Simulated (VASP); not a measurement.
Set up this calculation in VASP 6.6.1, as the native input.

```yaml
Task: relaxation of cell and atoms
Functional: PBEsol
Potentials_or_basis: VASP PAW PBE potentials, release 64 (Ti_sv, B)
Cutoff: 600 eV
k_mesh: 10 × 10 × 8
Occupations: fermi-dirac, width 0.05 eV
Spin: no spin polarisation
Target_pressure: 5 GPa
Dipole_correction: no
Further_INCAR_settings: ALGO = Normal; EDIFF = 1e-07; IBRION = 2; EDIFFG = -0.02; NSW = 80; ISIF = 3
```

The structure of TiB2 lies in POSCAR:

```
TiB2
1.0
    3.0292000000      0.0000000000      0.0000000000
   -1.5146000000      2.6233641531      0.0000000000
    0.0000000000      0.0000000000      3.2284000000
Ti B
1 2
Direct
    0.0000000000      0.0000000000      0.0000000000
    0.6666666667      0.3333333333      0.5000000000
    0.3333333333      0.6666666667      0.5000000000
```

These files were run (other wordings do the same):

INCAR

```
SYSTEM = TiB2
PREC     = Accurate       ! precision mode
ENCUT    = 600            ! plane-wave cutoff, eV
EDIFF    = 1E-7           ! SCF threshold, eV
ISMEAR   = -1             ! smearing method
SIGMA    = 0.05           ! smearing width, eV
LREAL    = .FALSE.        ! projectors in reciprocal space
LASPH    = .TRUE.         ! aspherical terms in the spheres
NELM     = 100            ! most SCF steps
ALGO     = Normal         ! electronic algorithm
ISIF     = 3              ! what is computed and relaxed
LWAVE    = .FALSE.        ! write WAVECAR
LCHARG   = .FALSE.        ! write CHGCAR
GGA      = PS             ! functional
IBRION   = 2              ! ionic algorithm
NSW      = 80             ! ionic steps
EDIFFG   = -0.02          ! ionic threshold
PSTRESS  = 50.0
```

KPOINTS

```
Automatic mesh
0
G
  10 10 8
  0 0 0
```

Potentials or basis: VASP PAW PBE potentials, release 64 (Ti_sv, B).

Command:

```bash
$ cat potpaw_PBE.64/Ti_sv/POTCAR potpaw_PBE.64/B/POTCAR > POTCAR
$ mpirun -np 1 vasp_std > vasp.out
```

It gave:

The relaxed volume is 8.23 Å³/atom and the relaxed cell is a = 3.001 Å, b = 3.001 Å, c = 3.165 Å, α = 90.00°, β = 90.00°, γ = 120.00°. The space group after relaxing (to 0.05 Å) is P6/mmm (No. 191). The energy change on relaxing (the enthalpy is what falls) is -0.3 meV/atom. The ionic steps are 5, the pressure after relaxing is 5.2 GPa and the band gap on the k mesh is zero (band 9 reaches 10.82 eV, above the bottom of band 10 at 10.07 eV).

Caveat: the cell is relaxed towards a set pressure, so the enthalpy falls and the energy may rise; the PAW data sets were made with another functional, which shifts forces and pressure a little.

Wall time 65 s on 1 thread of Intel Xeon 6975P-C (shared host), peak memory 0.17 GiB.
